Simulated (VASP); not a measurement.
Set up this calculation in VASP 6.6.1, as the native input.

```yaml
Task: single point
Functional: PBE
Potentials_or_basis: VASP PAW PBE potentials, release 64 (Rb_sv, Sr_sv)
Cutoff: 520 eV
k_mesh: 4 × 2 × 2
Occupations: gaussian, width 0.2 eV
Spin: no spin polarisation
Dipole_correction: no
Further_INCAR_settings: ALGO = Fast; EDIFF = 1e-06; NBANDS = 48
```

The structure of RbSr lies in POSCAR:

```
RbSr
1.0
    0.0000000000      4.3090408819      4.3090408819
    8.6180817638      4.3090408819     -4.3090408819
   -8.6180817638      4.3090408819     -4.3090408819
Rb Sr
4 4
Direct
    0.0000000000      0.0000000000      0.0000000000
    0.5000000000      0.5000000000      0.0000000000
    0.5000000000      1.0000000000      0.5000000000
    0.0000000000      0.5000000000      0.5000000000
    0.0000000000      0.2500000000      0.7500000000
    0.5000000000      0.7500000000      0.7500000000
    0.5000000000      0.2500000000      0.2500000000
    0.0000000000      0.7500000000      0.2500000000
```

These files were run (other wordings do the same):

INCAR

```
SYSTEM = RbSr
PREC = Accurate ; ENCUT = 520
EDIFF = 1E-6 ; ISMEAR = 0
SIGMA = 0.2 ; LREAL = .False.
LASPH = .True. ; NELM = 100
ALGO = Fast ; ISIF = 2
LWAVE = .False. ; LCHARG = .False.
GGA = PE ; NBANDS = 48
```

KPOINTS

```
Automatic mesh
0
Gamma
  4 2 2
  0 0 0
```

Potentials or basis: VASP PAW PBE potentials, release 64 (Rb_sv, Sr_sv).

Run with:

```console
$ cat potpaw_PBE.64/Rb_sv/POTCAR potpaw_PBE.64/Sr_sv/POTCAR > POTCAR
$ mpirun -np 1 vasp_std > vasp.out
```

Results of the run:

* Pressure: 0.0 GPa
* Band gap on the k mesh: zero (bands 38 and 39 overlap by 0.41 eV)

Run time: 44 min on 1 thread of Intel Xeon 8259CL, on a shared host, peak memory 0.8 GiB.
